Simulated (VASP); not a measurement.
# GaSb (F-43m) in VASP: a series of runs

The runs below take GaSb through single point, with r2SCAN0, r2SCAN50.

Program: VASP 6.6.1. These are calculated values, not measurements. Logs are shortened: lines on timing, memory, paths and dates and some standing lists are left out, and cuts for length are marked.

### Step 1. The cell of the first run

It takes space group F-43m (No. 216, cubic). Conventional cell: a = 6.238 Å, b = 6.238 Å, c = 6.238 Å, α = 90.00°, β = 90.00°, γ = 90.00°. Sb (site symmetry -43m) has 4 Ga at 2.70 Å within 3.6 Å. Ga (site symmetry -43m) has 4 Sb at 2.70 Å within 3.6 Å.

### Step 2. Single point, r2SCAN0

Input file POSCAR:

```
GaSb
1.0
    0.0000000000      3.1189956238      3.1189956238
    3.1189956238      0.0000000000      3.1189956238
    3.1189956238      3.1189956238      0.0000000000
Sb Ga
1 1
Direct
    0.7500000000      0.7500000000      0.7500000000
    0.0000000000      0.0000000000      0.0000000000
```

Input file INCAR.step1:

```
ALGO     = Normal         # electronic algorithm
EDIFF    = 1E-5           # SCF threshold, eV
ENCUT    = 440            # plane-wave cutoff, eV
GGA      = PE             # functional
GGA_COMPAT= F            
ISIF     = 2              # what is computed and relaxed
ISMEAR   = -1             # smearing method
LASPH    = T              # aspherical terms in the spheres
LCHARG   = F              # write CHGCAR
LREAL    = F              # projectors in reciprocal space
LWAVE    = T              # write WAVECAR
NBANDS   = 21             # bands
NELM     = 120            # most SCF steps
PREC     = Accurate       # precision mode
SIGMA    = 0.05           # smearing width, eV
```

Input file INCAR.step2:

```
AEXX     = 0.25           # exact-exchange fraction
ALGO     = Normal         # electronic algorithm
EDIFF    = 1E-6           # SCF threshold, eV
ENCUT    = 440            # plane-wave cutoff, eV
GGA_COMPAT= F            
ISIF     = 2              # what is computed and relaxed
ISMEAR   = -1             # smearing method
ISTART   = 1            
LASPH    = T              # aspherical terms in the spheres
LCHARG   = F              # write CHGCAR
LHFCALC  = T              # exact exchange
LMIXTAU  = T            
LREAL    = F              # projectors in reciprocal space
LWAVE    = F              # write WAVECAR
METAGGA  = R2SCAN         # meta-GGA
NBANDS   = 21             # bands
NELM     = 120            # most SCF steps
PREC     = Accurate       # precision mode
PRECFOCK = Normal       
SIGMA    = 0.05           # smearing width, eV
```

Input file KPOINTS:

```
k-points
0
Gamma
  4 4 4
```

Potentials or basis: VASP PAW PBE potentials, release 64 (Sb_d_GW, Ga_d).

Started as:

```sh
$ cat potpaw_PBE.64/Sb_d_GW/POTCAR potpaw_PBE.64/Ga_d/POTCAR > POTCAR
$ cp INCAR.step1 INCAR
$ mpirun -np 1 vasp_std > vasp.out
$ cp INCAR.step2 INCAR
$ mpirun -np 1 vasp_std > vasp.out
```

OUTCAR:

```text
AEXX = 0.25
   EDIFF = 1E-6
   ENCUT = 440
   ISIF = 2
   ISMEAR = -1
   ISTART = 1
   LASPH = T
   LHFCALC = T
   LREAL = F
   METAGGA = R2SCAN
   NELM = 120
   PREC = Accurate
   PRECFOCK = Normal

 ion  position               nearest neighbor table
   1  0.750  0.750  0.750-   2 2.70   2 2.70   2 2.70   2 2.70
   2  0.000  0.000  0.000-   1 2.70   1 2.70   1 2.70   1 2.70

  LATTYP: Found a face centered cubic cell.
 ALAT       =     6.2379912476

  Lattice vectors:

 A1 = (   0.0000000000,   3.1189956238,   3.1189956238)
 A2 = (   3.1189956238,   0.0000000000,   3.1189956238)
 A3 = (   3.1189956238,   3.1189956238,   0.0000000000)

Analysis of symmetry for initial positions (statically):
=====================================================================
 Subroutine PRICEL returns:
 Original cell was already a primitive cell.

 Routine SETGRP: Setting up the symmetry group for a
 face centered cubic supercell.

 Subroutine GETGRP returns: Found 24 space group operations
 (whereof 24 operations were pure point group operations)
 out of a pool of 48 trial point group operations.

The static configuration has the point symmetry T_d .

Analysis of symmetry for dynamics (positions and initial velocities):
=====================================================================
 Subroutine PRICEL returns:
 Original cell was already a primitive cell.

 Routine SETGRP: Setting up the symmetry group for a
 face centered cubic supercell.

 Subroutine GETGRP returns: Found 24 space group operations
 (whereof 24 operations were pure point group operations)
 out of a pool of 48 trial point group operations.

The dynamic configuration has the point symmetry T_d .

 Subroutine INISYM returns: Found 24 space group operations
 (whereof 24 operations are pure point group operations),
 and found     1 'primitive' translations

----------------------------------------------------------------------------------------

                                     Primitive cell

  volume of cell :      60.6840

  direct lattice vectors                    reciprocal lattice vectors
     0.000000000  3.118995624  3.118995624    -0.160308016  0.160308016  0.160308016
     3.118995624  0.000000000  3.118995624     0.160308016 -0.160308016  0.160308016
     3.118995624  3.118995624  0.000000000     0.160308016  0.160308016 -0.160308016

  length of vectors
     4.410925912  4.410925912  4.410925912     0.277661628  0.277661628  0.277661628

  position of ions in fractional coordinates (direct lattice)
     0.750000000  0.750000000  0.750000000
     0.000000000  0.000000000  0.000000000

  ion indices of the primitive-cell ions
   primitive index   ion index
                 1           1
                 2           2

----------------------------------------------------------------------------------------

 KPOINTS: k-points

Automatic generation of k-mesh.
 Grid dimensions read from file:
 generate k-points for:    4    4    4

 Generating k-lattice:

  Cartesian coordinates                     Fractional coordinates (reciprocal lattice)
    -0.040077004  0.040077004  0.040077004     0.250000000  0.000000000  0.000000000
     0.040077004 -0.040077004  0.040077004     0.000000000  0.250000000  0.000000000
     0.040077004  0.040077004 -0.040077004     0.000000000  0.000000000  0.250000000

  Length of vectors
     0.069415407  0.069415407  0.069415407

  Shift w.r.t. Gamma in fractional coordinates (k-lattice)
     0.000000000  0.000000000  0.000000000

 Subroutine IBZKPT returns following result:
 ===========================================

 Found      8 irreducible k-points:

 Following reciprocal coordinates:
            Coordinates               Weight
  0.000000  0.000000  0.000000      1.000000
  0.250000  0.000000  0.000000      8.000000
  0.500000  0.000000  0.000000      4.000000
  0.250000  0.250000  0.000000      6.000000
  0.500000  0.250000  0.000000     24.000000
 -0.250000  0.250000  0.000000     12.000000
  0.500000  0.500000  0.000000      3.000000
 -0.250000  0.500000  0.250000      6.000000
   k-points           NKPTS =      8   k-points in BZ     NKDIM =     64   number of bands    NBANDS=     21
   number of dos      NEDOS =    301   number of ions     NIONS =      2
   total plane-waves  NPLWV =  27000
   dimension x,y,z NGX =    30 NGY =   30 NGZ =   30
   dimension x,y,z NGXF=    60 NGYF=   60 NGZF=   60
   ions per type =               1   1
   NGX,Y,Z   is equivalent  to a cutoff of  11.31, 11.31, 11.31 a.u.
   NGXF,Y,Z  is equivalent  to a cutoff of  22.61, 22.61, 22.61 a.u.
 SYSTEM =  unknown system
   PREC   = accura    normal or accurate (medium, high low for compatibility)
   ISTART =      1    job   : 0-new  1-cont  2-samecut
   ICHARG =      0    charge: 1-file 2-atom 10-const
   ISPIN  =      1    spin polarized calculation?
   LNONCOLLINEAR =      F non collinear calculations
   LSORBIT =      F    spin-orbit coupling
   LASPH  =      T    aspherical Exc in radial PAW
   ENCUT  =  440.0 eV  32.34 Ry    5.69 a.u.   7.54  7.54  7.54*2*pi/ulx,y,z
   NELM   =    120;   NELMIN=  2; NELMDL=  0     # of ELM steps
   EDIFF  = 0.1E-05   stopping-criterion for ELM
   LREAL  =      F    real-space projection
   EDIFFG = 0.1E-04   stopping-criterion for IOM
   NSW    =      0    number of steps for IOM
   IBRION =     -1    ionic relax: 0-MD 1-quasi-New 2-CG
   NFREE  =      0    steps in history (QN), initial steepest desc. (CG)
   ISIF   =      2    stress and relaxation
   ISYM   =      3    0-nonsym 1-usesym 2-fastsym
   POTIM  = 0.5000    time-step for ionic-motion
   TEBEG  =    0.0;   TEEND  =   0.0 temperature during run
   PSTRESS=    0.0 pullay stress
   NELECT =      28.0000    total number of electrons
   NUPDOWN=      -1.0000    fix difference up-down
   EMIN   =  10.00;   EMAX   =-10.00  energy-range for DOS
   EFERMI =   0.00;   METHOD = LEGACY
   ISMEAR =    -1;   SIGMA  =   0.05  broadening in eV -4-tet -1-fermi 0-gaus
   EFERMI_NEDOS =   21; number of points for ismear=-14 and -15
   IALGO  =     38    algorithm
   IMIX   =      1    mixing-type and parameters
     AMIX     =   0.40;   BMIX     =  1.00
     AMIX_MAG =   1.60;   BMIX_MAG =  1.00
  volume/ion in A,a.u.               =      30.34       204.76
  Fermi-wavevector in a.u.,A,eV,Ry     =   1.265036  2.390571 21.773608  1.600315
  Thomas-Fermi vector in A             =   2.398310
   LORBIT       =      0    0 simple, 1 ext, 2 COOP (PROOUT), +10 PAW based schemes
   METAGGA = R2SCAN    functional components
   LHFCALC =     T    Hartree Fock is set to
   PRECFOCK=normal    Normal, Fast or Accurate (Low or Medium for compatibility)
   ENCUT4O =  -1.0   cutoff for four orbital integrals eV
   NKREDX  =     1    reduce k-point grid by
   NKREDY  =     1    reduce k-point grid by
   NKREDZ  =     1    reduce k-point grid by
   AEXX    =    0.2500 exact exchange contribution
   HFSCREEN=    0.0000 screening length (either q_TF or 0.3 A-1)
   HFSCREENC=   0.0000 screening length for correlation (either q_TF or 0.3 A-1)
   ENCUTFOCK=  -1.0 apply spherical cutoff to Coloumb kernel
   IVDW    =     0    specifies the selected vdW correction
   LEPSILON=     F    determine dielectric tensor
   LRPA    =     F    only Hartree local field effects (RPA)
 non-spin polarized calculation
  energy-cutoff  :      440.00
  volume of cell :       60.68
 maximum number of plane-waves:      1287
  NGX = 24; NGY = 24; NGZ = 24

 number of electron      28.0000021 magnetization

 Free energy of the ion-electron system (eV)
  ---------------------------------------------------
  ext. energy  EPLUGINS =         0.00000000
  ---------------------------------------------------
  free energy    TOTEN  =       -32.39504687 eV

  energy without entropy =      -32.39504664  energy(sigma->0) =      -32.39504676

 E-fermi :   3.2072     XC(G=0):  -7.6230

 val. band max:        2.5454897133   @ k =   0.0000   0.0000   0.0000
 cond. band min:       3.8140443806   @ k =   0.0000   0.0000   0.0000
 fundamental gap:      1.2685546673
 Fermi energy:         3.2072114372

 k-point     1 :       0.0000    0.0000    0.0000
  band No.  band energies     occupation
      1     -28.8777      2.00000
      2     -28.8777      2.00000
      3     -28.8777      2.00000
      4     -28.8541      2.00000
      5     -28.8541      2.00000
      6     -15.5140      2.00000
[... 13 lines left out ...]
     20      13.0292      0.00000
     21      13.0292      0.00000

 k-point     2 :       0.2500    0.0000    0.0000
  band No.  band energies     occupation
      1     -28.8773      2.00000
      2     -28.8765      2.00000
      3     -28.8765      2.00000
      4     -28.8538      2.00000
      5     -28.8538      2.00000
      6     -15.5216      2.00000
[... 13 lines left out ...]
     20      11.9447      0.00000
     21      11.9447      0.00000

 k-point     3 :       0.5000    0.0000    0.0000
  band No.  band energies     occupation
      1     -28.8768      2.00000
      2     -28.8753      2.00000
      3     -28.8753      2.00000
      4     -28.8533      2.00000
      5     -28.8533      2.00000
      6     -15.5289      2.00000
[... 13 lines left out ...]
     20      14.4045      0.00000
     21      14.4839      0.00000

 k-point     4 :       0.2500    0.2500    0.0000
  band No.  band energies     occupation
      1     -28.8790      2.00000
      2     -28.8751      2.00000
      3     -28.8751      2.00000
      4     -28.8546      2.00000
      5     -28.8528      2.00000
      6     -15.5290      2.00000
[... 13 lines left out ...]
     20      13.4127      0.00000
     21      13.9265      0.00000

 k-point     5 :       0.5000    0.2500    0.0000
  band No.  band energies     occupation
      1     -28.8781      2.00000
      2     -28.8742      2.00000
      3     -28.8738      2.00000
      4     -28.8543      2.00000
      5     -28.8524      2.00000
      6     -15.5352      2.00000
[... 13 lines left out ...]
     20      14.6113      0.00000
     21      14.8396      0.00000

 k-point     6 :      -0.2500    0.2500    0.0000
  band No.  band energies     occupation
      1     -28.8768      2.00000
      2     -28.8753      2.00000
      3     -28.8752      2.00000
      4     -28.8535      2.00000
      5     -28.8533      2.00000
      6     -15.5303      2.00000
[... 13 lines left out ...]
     20      12.9442      0.00000
     21      14.9947      0.00000

 k-point     7 :       0.5000    0.5000    0.0000
  band No.  band energies     occupation
      1     -28.8802      2.00000
      2     -28.8724      2.00000
      3     -28.8724      2.00000
      4     -28.8552      2.00000
      5     -28.8515      2.00000
      6     -15.5424      2.00000
[... 13 lines left out ...]
     20      15.1630      0.00000
     21      15.9590      0.00000

 k-point     8 :      -0.2500    0.5000    0.2500
  band No.  band energies     occupation
      1     -28.8772      2.00000
      2     -28.8754      2.00000
      3     -28.8723      2.00000
      4     -28.8543      2.00000
      5     -28.8523      2.00000
      6     -15.5376      2.00000
[... 13 lines left out ...]
     20      14.5987      0.00000
     21      15.8886      0.00000

------------------------ aborting loop because EDIFF is reached ----------------------------------------

  FORCE on cell =-STRESS in cart. coord.  units (eV):
  Direction    XX          YY          ZZ          XY          YZ          ZX
  --------------------------------------------------------------------------------------
  -------------------------------------------------------------------------------------
  Total       -1.3373995     -1.3373995     -1.3373995      0.0000000      0.0000000      0.0000000
  in kB      -35.3099790    -35.3099790    -35.3099790      0.0000000      0.0000000      0.0000000
  external PRESSURE =     -35.3099790 kB  Pullay stress =       0.0000000 kB

 VOLUME and BASIS-vectors are now :
 -----------------------------------------------------------------------------
  energy-cutoff  :      440.00
  volume of cell :       60.68
      direct lattice vectors                 reciprocal lattice vectors
     0.000000000  3.118995624  3.118995624    -0.160308016  0.160308016  0.160308016
     3.118995624  0.000000000  3.118995624     0.160308016 -0.160308016  0.160308016
     3.118995624  3.118995624  0.000000000     0.160308016  0.160308016 -0.160308016

 POSITION                                       TOTAL-FORCE (eV/Angst)
 -----------------------------------------------------------------------------------
      4.67849      4.67849      4.67849         0.000000      0.000000      0.000000
      0.00000      0.00000      0.00000        -0.000000     -0.000000     -0.000000
 -----------------------------------------------------------------------------------
    total drift:                                0.000035      0.000004      0.000016

  FREE ENERGIE OF THE ION-ELECTRON SYSTEM (eV)
  ---------------------------------------------------
  free  energy   TOTEN  =       -32.3950468705 eV

  energy  without entropy=      -32.3950466411  energy(sigma->0) =      -32.39504676
```

It took 27 min on 1 thread of Intel Xeon Platinum 8259CL at 2.50GHz (Skylake/Cascade Lake), shared host; peak memory 0.19 GiB.

What came out:

- Free energy: -32.3950 eV
- Pressure: -3.5 GPa
- Band gap on the k mesh: 1.27 eV

Levels at points of the mesh, in eV from the valence-band top:
```csv
k point,band 12,band 13,band 14,band 15,band 16,band 17
"(0.00, 0.00, 0.00)",0.00,0.00,0.00,1.27,4.28,4.28
"(0.50, 0.00, 0.00)",-6.84,-1.20,-1.20,1.73,5.32,5.32
"(0.50, 0.50, 0.00)",-7.35,-2.70,-2.70,2.32,2.69,10.57
```

Caveat: the k points lie up to 0.44 Å⁻¹ apart; the PAW data sets were made with another functional, which shifts forces and pressure a little; spin-orbit coupling is left out, which moves the levels of the heavy elements.

### Step 3. Single point, r2SCAN50

This run uses another cell than the first one, of 26.91 Å³/atom.

Input file POSCAR:

```
GaSb
1.0
    0.0000000000      2.9965539066      2.9965539066
    2.9965539066      0.0000000000      2.9965539066
    2.9965539066      2.9965539066      0.0000000000
Sb Ga
1 1
Direct
    0.7500000000      0.7500000000      0.7500000000
    0.0000000000      0.0000000000      0.0000000000
```

Input file INCAR.step1:

```
  PREC = Accurate
  ENCUT = 520
  EDIFF = 1E-5
  ISMEAR = -1
  SIGMA = 0.05
  LREAL = F
  LASPH = T
  NELM = 100
  ALGO = Normal
  ISIF = 2
  LWAVE = T
  LCHARG = F
  NBANDS = 16
  GGA = PE
```

Input file INCAR.step2:

```
  PREC = Accurate
  ENCUT = 520
  EDIFF = 1E-6
  ISMEAR = -1
  SIGMA = 0.05
  LREAL = F
  LASPH = T
  NELM = 100
  ALGO = Normal
  ISIF = 2
  LWAVE = F
  LCHARG = F
  METAGGA = R2SCAN
  LHFCALC = T
  AEXX = 0.5
  LMIXTAU = T
  PRECFOCK = Normal
  NBANDS = 16
  ISTART = 1
```

Input file KPOINTS:

```
regular mesh
0
Gamma
  4 4 4
```

Potentials or basis: VASP PAW PBE potentials, release 64 (Sb, Ga_d).

Started as:

```sh
$ cat potpaw_PBE.64/Sb/POTCAR potpaw_PBE.64/Ga_d/POTCAR > POTCAR
$ cp INCAR.step1 INCAR
$ mpirun -np 1 vasp_std > vasp.out
$ cp INCAR.step2 INCAR
$ mpirun -np 1 vasp_std > vasp.out
```

Wall time 7.7 min (1 thread of Intel Xeon 8259CL, shared host); peak memory 0.2 GiB.

The run converged. Its results:

* Free energy: -28.7425 eV
* Pressure: 0.0 GPa
* Band gap on the k mesh: 3.67 eV (least direct gap 4.07 eV)

Levels at points of the mesh, in eV from the valence-band top:
| k point | band 7 | band 8 | band 9 | band 10 | band 11 | band 12 |
| --- | --- | --- | --- | --- | --- | --- |
| (0.00, 0.00, 0.00) | 0.00 | 0.00 | 0.00 | 4.07 | 5.87 | 5.87 |
| (0.50, 0.00, 0.00) | -7.87 | -1.46 | -1.46 | 3.67 | 6.94 | 6.94 |
| (0.50, 0.50, 0.00) | -8.34 | -3.30 | -3.30 | 3.69 | 3.98 | 13.41 |

Caveat: the k points lie up to 0.45 Å⁻¹ apart; the PAW data sets were made with another functional, which shifts forces and pressure a little; spin-orbit coupling is left out, which moves the levels of the heavy elements. A k mesh can miss the band edges.

(Part 1 of 2 ends here.)
